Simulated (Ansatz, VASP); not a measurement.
## AlNi in VASP and in Ansatz

Contents of INCAR:

```
ALGO = Fast
EDIFF = 1E-6
ENCUT = 520
GGA = PE
ISIF = 2
ISMEAR = 0
LASPH = True
LCHARG = False
LREAL = False
LWAVE = False
NBANDS = 14
NELM = 60
PREC = Accurate
SIGMA = 0.15
```

KPOINTS

```
k-points
0
Gamma
  20 20 20
```

Contents of POSCAR:

```
AlNi
1.0
    2.8930835326      0.0000000000      0.0000000000
    0.0000000000      2.8930835326      0.0000000000
    0.0000000000      0.0000000000      2.8930835326
Al Ni
1 1
Direct
    0.0000000000      0.0000000000      0.0000000000
    0.4126915141      0.4126915141      0.4126915141
```

Input for Ansatz:

```yaml
crystal:
  lattice:
    - [2.8930835326, 0.0, 0.0]
    - [0.0, 2.8930835326, 0.0]
    - [0.0, 0.0, 2.8930835326]
  atoms:
    - { symbol: Al, position: [0.0, 0.0, 0.0] }
    - { symbol: Ni, position: [0.4126915141, 0.4126915141, 0.4126915141] }
basis:
  ecutwfc: 420
kpoints:
  mp_grid: { grid: [20, 20, 20] }
hamiltonian:
  xc: pbe
scf:
  occupations: { method: gaussian, width: 0.15 }
output:
  forces: true
  stress: true
  eigenvalues: true
```

Change from the starting cell: all Ni atoms moved +0.438 Å, as atom 2 towards its neighbour atom 1 (Al) at 2.505 Å.

Alike in both runs: task single point; functional PBE; k mesh 20 × 20 × 20; occupations gaussian, width 0.15 eV; no spin polarisation.

|  | VASP | Ansatz |
| --- | --- | --- |
| version | VASP 6.6.1 | Ansatz 0.2.0 |
| potentials or method | VASP PAW PBE potentials, release 64 (Al, Ni), cutoff 520 eV | scalar-relativistic, plane waves, PAW |
| valence electrons in the cell | 13 | 21 |

|  | VASP | Ansatz | Ansatz less VASP |
| --- | --- | --- | --- |
| gap on the k mesh at the Fermi level (eV) | none | none | - |
| pressure (GPa) | 13.7 | 13.2 | -0.45 |
| traceless stress, the component that is largest in VASP (GPa) | 10.31 | 10.25 | -0.066 |
| rms of the force components (eV/Å) | 2.146 | 2.135 | -0.0110 |

Atom by atom the forces differ by 0.011 eV/Å (rms over components). A gap of «none» marks a metal or a gap that the smearing closes. VASP's potentials hold 13 valence electrons a cell and Ansatz's 21, so a difference there can come from the potentials and not from the codes.
